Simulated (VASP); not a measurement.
# TiC (Fm-3m) in VASP: further runs

The runs below take TiC through single point, with LDA, RPBE+D3(BJ), PBEsol+D3(BJ).

All numbers are computed with VASP 6.6.1; they aren't measurements. Logs are shortened: lines on timing, memory, paths and dates and some standing lists are left out, and cuts for length are marked.

### Step 1. The cell of the first run

The structure is cubic, space group Fm-3m (No. 225). The conventional cell has a = 4.360 Å, b = 4.360 Å, c = 4.360 Å, α = 90.00°, β = 90.00°, γ = 90.00°. Within 2.9 Å of Ti (site symmetry m-3m) lie 6 C at 2.18 Å. Within 2.9 Å of C (site symmetry m-3m) lie 6 Ti at 2.18 Å.

### Step 2. Single point, LDA (volume scaled by 1.02)

INCAR reads:

```
SYSTEM = TiC
ALGO = Normal ; EDIFF = 1E-6
ENCUT = 520 ; ISIF = 2
ISMEAR = -1 ; LASPH = .True.
LCHARG = .False. ; LREAL = .False.
LWAVE = .False. ; NBANDS = 15
NELM = 60 ; PREC = Accurate
SIGMA = 0.05
```

KPOINTS reads:

```
k-points
0
Gamma
  11 11 11
  0 0 0
```

POSCAR reads:

```
TiC
1.0
    0.0000000000      2.1800617706      2.1800617706
    2.1800617706      0.0000000000      2.1800617706
    2.1800617706      2.1800617706      0.0000000000
Ti C
1 1
Direct
    0.0000000000      0.0000000000      0.0000000000
    0.5000000000      0.5000000000      0.5000000000
```

Potentials or basis: VASP PAW LDA potentials, release 64 (Ti_sv, C).

Command:

```sh
$ cat potpaw_LDA.64/Ti_sv/POTCAR potpaw_LDA.64/C/POTCAR > POTCAR
$ mpirun -np 1 vasp_std > vasp.out
```

OUTCAR:

```text
SYSTEM = TiC
   EDIFF = 1E-6
   ENCUT = 520
   ISIF = 2
   ISMEAR = -1
   LASPH = .True.
   LREAL = .False.
   NELM = 60
   PREC = Accurate

 ion  position               nearest neighbor table
   1  0.000  0.000  0.000-   2 2.18   2 2.18   2 2.18   2 2.18   2 2.18   2 2.18
   2  0.500  0.500  0.500-   1 2.18   1 2.18   1 2.18   1 2.18   1 2.18   1 2.18

  LATTYP: Found a face centered cubic cell.
 ALAT       =     4.3601235412

  Lattice vectors:

 A1 = (   0.0000000000,   2.1800617706,   2.1800617706)
 A2 = (   2.1800617706,   0.0000000000,   2.1800617706)
 A3 = (   2.1800617706,   2.1800617706,   0.0000000000)

Analysis of symmetry for initial positions (statically):
=====================================================================
 Subroutine PRICEL returns:
 Original cell was already a primitive cell.

 Routine SETGRP: Setting up the symmetry group for a
 face centered cubic supercell.

 Subroutine GETGRP returns: Found 48 space group operations
[... 9 lines left out ...]

 Routine SETGRP: Setting up the symmetry group for a
 face centered cubic supercell.

 Subroutine GETGRP returns: Found 48 space group operations
[... 11 lines left out ...]
                                     Primitive cell

  volume of cell :      20.7222

  direct lattice vectors                    reciprocal lattice vectors
     0.000000000  2.180061771  2.180061771    -0.229351299  0.229351299  0.229351299
     2.180061771  0.000000000  2.180061771     0.229351299 -0.229351299  0.229351299
     2.180061771  2.180061771  0.000000000     0.229351299  0.229351299 -0.229351299

  length of vectors
     3.083072923  3.083072923  3.083072923     0.397248103  0.397248103  0.397248103

  position of ions in fractional coordinates (direct lattice)
[... 8 lines left out ...]
----------------------------------------------------------------------------------------

 KPOINTS: k-points

Automatic generation of k-mesh.
 Grid dimensions read from file:
 generate k-points for:   11   11   11

 Generating k-lattice:

  Cartesian coordinates                     Fractional coordinates (reciprocal lattice)
    -0.020850118  0.020850118  0.020850118     0.090909091  0.000000000  0.000000000
     0.020850118 -0.020850118  0.020850118     0.000000000  0.090909091  0.000000000
     0.020850118  0.020850118 -0.020850118     0.000000000  0.000000000  0.090909091

  Length of vectors
     0.036113464  0.036113464  0.036113464

  Shift w.r.t. Gamma in fractional coordinates (k-lattice)
     0.000000000  0.000000000  0.000000000

 Subroutine IBZKPT returns following result:
 ===========================================

 Found     56 irreducible k-points:

 Following reciprocal coordinates:
            Coordinates               Weight
  0.000000  0.000000  0.000000      1.000000
[... 49 lines left out ...]
   ISYM   =      2    0-nonsym 1-usesym 2-fastsym
   POTIM  = 0.5000    time-step for ionic-motion
   TEBEG  =    0.0;   TEEND  =   0.0 temperature during run
   PSTRESS=    0.0 pullay stress
   NELECT =      16.0000    total number of electrons
   NUPDOWN=      -1.0000    fix difference up-down
   EMIN   =  10.00;   EMAX   =-10.00  energy-range for DOS
   EFERMI =   0.00;   METHOD = LEGACY
   ISMEAR =    -1;   SIGMA  =   0.05  broadening in eV -4-tet -1-fermi 0-gaus
   EFERMI_NEDOS =   21; number of points for ismear=-14 and -15
   IALGO  =     38    algorithm
   IMIX   =      4    mixing-type and parameters
     AMIX     =   0.40;   BMIX     =  1.00
     AMIX_MAG =   1.60;   BMIX_MAG =  1.00
  volume/ion in A,a.u.               =      10.36        69.92
  Fermi-wavevector in a.u.,A,eV,Ry     =   1.501883  2.838147 30.690006  2.255652
  Thomas-Fermi vector in A             =   2.613196
   LORBIT       =      0    0 simple, 1 ext, 2 COOP (PROOUT), +10 PAW based schemes
   GGA     = CA    functional components
   LHFCALC =     F    Hartree Fock is set to
   AEXX    =    0.0000 exact exchange contribution
   IVDW    =     0    specifies the selected vdW correction
   LEPSILON=     F    determine dielectric tensor
   LRPA    =     F    only Hartree local field effects (RPA)
 non-spin polarized calculation
  energy-cutoff  :      520.00
  volume of cell :       20.72
 maximum number of plane-waves:       568
   NGX = 11   NGY = 11   NGZ = 11

 number of electron      15.9999997 magnetization

 Free energy of the ion-electron system (eV)
  ---------------------------------------------------
  ext. energy  EPLUGINS =         0.00000000
  ---------------------------------------------------
  free energy    TOTEN  =       -20.46901757 eV

  energy without entropy =      -20.46650998  energy(sigma->0) =      -20.46776377

 E-fermi :   9.0447     XC(G=0): -12.8753

 val. band max:        8.9384021959   @ k =   0.4545   0.4545   0.0000
 cond. band min:       9.1309815038   @ k =   0.3636   0.2727   0.0000
 fundamental gap:      0.1925793079
 Fermi energy:         9.0446762423

 k-point     1 :       0.0000    0.0000    0.0000
  band No.  band energies     occupation
      1     -46.9364      2.00000
      2     -23.3533      2.00000
      3     -23.3533      2.00000
      4     -23.3533      2.00000
      5      -3.1202      2.00000
      6       9.6197      0.00002
      7       9.6197      0.00002
      8       9.6197      0.00002
      9      10.6627      0.00000
     10      10.6627      0.00000
     11      10.6627      0.00000
     12      10.6672      0.00000
     13      10.6672      0.00000
     14      19.3103      0.00000
[... 401 lines left out ...]
      2     -23.6152      2.00000
      3     -23.4569      2.00000
      4     -23.3728      2.00000
      5      -1.4244      2.00000
      6       5.8259      2.00000
      7       6.8856      2.00000
      8       7.0908      2.00000
      9      10.4516      0.00000
     10      11.5508      0.00000
     11      12.4707      0.00000
     12      13.2538      0.00000
     13      16.0939      0.00000
     14      20.5918      0.00000
     15      22.3529      0.00000

 [... further k-points ...]
[... 5 lines left out ...]
  --------------------------------------------------------------------------------------
  -------------------------------------------------------------------------------------
  Total       -2.1135222     -2.1135222     -2.1135222      0.0000000      0.0000000      0.0000000
  in kB     -163.4108916   -163.4108916   -163.4108916      0.0000000      0.0000000      0.0000000
  external PRESSURE =    -163.4108916 kB  Pullay stress =       0.0000000 kB

 VOLUME and BASIS-vectors are now :
 -----------------------------------------------------------------------------
  energy-cutoff  :      520.00
  volume of cell :       20.72
      direct lattice vectors                 reciprocal lattice vectors
     0.000000000  2.180061771  2.180061771    -0.229351299  0.229351299  0.229351299
     2.180061771  0.000000000  2.180061771     0.229351299 -0.229351299  0.229351299
     2.180061771  2.180061771  0.000000000     0.229351299  0.229351299 -0.229351299

 POSITION                                       TOTAL-FORCE (eV/Angst)
 -----------------------------------------------------------------------------------
      0.00000      0.00000      0.00000        -0.000000      0.000000     -0.000000
      2.18006      2.18006      2.18006         0.000000     -0.000000      0.000000
 -----------------------------------------------------------------------------------
    total drift:                                0.000000     -0.000000     -0.000000

  FREE ENERGIE OF THE ION-ELECTRON SYSTEM (eV)
  ---------------------------------------------------
  free  energy   TOTEN  =       -20.4690175696 eV

  energy  without entropy=      -20.4665099775  energy(sigma->0) =      -20.46776377
```

OSZICAR:

```text
N       E                     dE             d eps       ncg     rms          rms(c)
DAV:   1     0.115423379482E+03    0.11542E+03   -0.80118E+03  1687   0.126E+03
DAV:   2    -0.183849170436E+02   -0.13381E+03   -0.12462E+03  1750   0.331E+02
DAV:   3    -0.258320256334E+02   -0.74471E+01   -0.73196E+01  2312   0.766E+01
DAV:   4    -0.260769458758E+02   -0.24492E+00   -0.24480E+00  1993   0.130E+01
DAV:   5    -0.260816336317E+02   -0.46878E-02   -0.46872E-02  2254   0.162E+00    0.176E+01
DAV:   6    -0.212626373387E+02    0.48190E+01   -0.12121E+01  2363   0.560E+01    0.728E+00
DAV:   7    -0.205354700935E+02    0.72717E+00   -0.24274E+00  1995   0.220E+01    0.473E+00
DAV:   8    -0.205127021139E+02    0.22768E-01   -0.12007E-01  1799   0.313E+00    0.374E+00
DAV:   9    -0.204737682533E+02    0.38934E-01   -0.12183E-01  2266   0.501E+00    0.779E-01
DAV:  10    -0.204722136306E+02    0.15546E-02   -0.14821E-02  2136   0.132E+00    0.641E-01
DAV:  11    -0.204696513653E+02    0.25623E-02   -0.28470E-03  1897   0.821E-01    0.322E-01
DAV:  12    -0.204690602784E+02    0.59109E-03   -0.10642E-03  2090   0.547E-01    0.656E-02
DAV:  13    -0.204690191178E+02    0.41161E-04   -0.10666E-04  1970   0.150E-01    0.224E-02
DAV:  14    -0.204690179011E+02    0.12167E-05   -0.14262E-05  2128   0.261E-02    0.443E-03
DAV:  15    -0.204690175696E+02    0.33144E-06   -0.86495E-07  1305   0.122E-02
   1 F= -.20469018E+02 E0= -.20467764E+02  d E =-.250759E-02
```

It took 9.6 s on 1 thread of Intel Xeon Platinum 8488C (Sapphire Rapids), shared host; peak memory 0.13 GiB.

Results:

```yaml
Free_energy: -20.4690 eV
Pressure: -16.3 GPa
Band_gap_on_the_k_mesh: zero (band 8 reaches 9.62 eV, above the bottom of band 9 at 8.59 eV)
```

[end of part 1 of 2]
